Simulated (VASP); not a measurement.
Wanted: the native input for a VASP 6.6.1 run.

- Task: relaxation of cell and atoms
- Functional: PBE
- Potentials or basis: VASP PAW PBE potentials, release 64 (Zn, In_d, Cl)
- Cutoff: 600 eV
- k mesh: 4 × 4 × 4
- Occupations: gaussian, width 0.1 eV
- Spin: no spin polarisation
- Dipole correction: no
- Further INCAR settings: ALGO = Normal; EDIFF = 1e-07; IBRION = 2; EDIFFG = -0.04; NSW = 90; ISIF = 3

The structure of ZnInCl4 lies in POSCAR:

```
ZnInCl4
1.0
    4.4783734700      0.0000000000      0.0000000000
    0.0000000000      4.4783734700      0.0000000000
    0.0000000000      0.0000000000      6.3333765000
Zn In Cl
1 1 4
Direct
    0.5000000000      0.5000000000      0.5000000000
    0.0000000000      0.0000000000      0.0000000000
    0.5000000000      0.0000000000      0.2500000000
    0.0000000000      0.5000000000      0.7500000000
    0.5000000000      0.0000000000      0.7500000000
    0.0000000000      0.5000000000      0.2500000000
```

The input as run:

INCAR

```
SYSTEM = ZnInCl4
ALGO = Normal ; EDIFF = 1E-7
EDIFFG = -0.04 ; ENCUT = 600
GGA = PE ; IBRION = 2
ISIF = 3 ; ISMEAR = 0
LASPH = .True. ; LCHARG = .False.
LREAL = .False. ; LWAVE = .False.
NELM = 100 ; NSW = 90
PREC = Accurate ; SIGMA = 0.1
```

KPOINTS

```
k-points
0
Gamma
  4 4 4
  0 0 0
```

Potentials or basis: VASP PAW PBE potentials, release 64 (Zn, In_d, Cl).

Run with:

```console
$ cat potpaw_PBE.64/Zn/POTCAR potpaw_PBE.64/In_d/POTCAR potpaw_PBE.64/Cl/POTCAR > POTCAR
$ mpirun -np 1 vasp_std > vasp.out
```

It gave:

| Quantity | Value |
| --- | --- |
| Relaxed volume | 23.61 Å³/atom |
| Relaxed cell | a = 4.613 Å, b = 4.613 Å, c = 6.659 Å, α = 90.00°, β = 90.00°, γ = 90.00° |
| Space group after relaxing (to 0.05 Å) | P4/mmm (No. 123) |
| Energy gained by relaxing | 71.6 meV/atom |
| Ionic steps | 6 |
| Pressure after relaxing | 0.1 GPa |
| Largest force after relaxing | 0.005 eV/Å |

Caveat: an odd number of electrons without spin polarisation forces a metal; a magnetic or distorted state may lie lower.

Run time: 14 min on 1 thread of Oxide Virtual Turin-like Processor (shared host), peak memory 0.27 GiB.
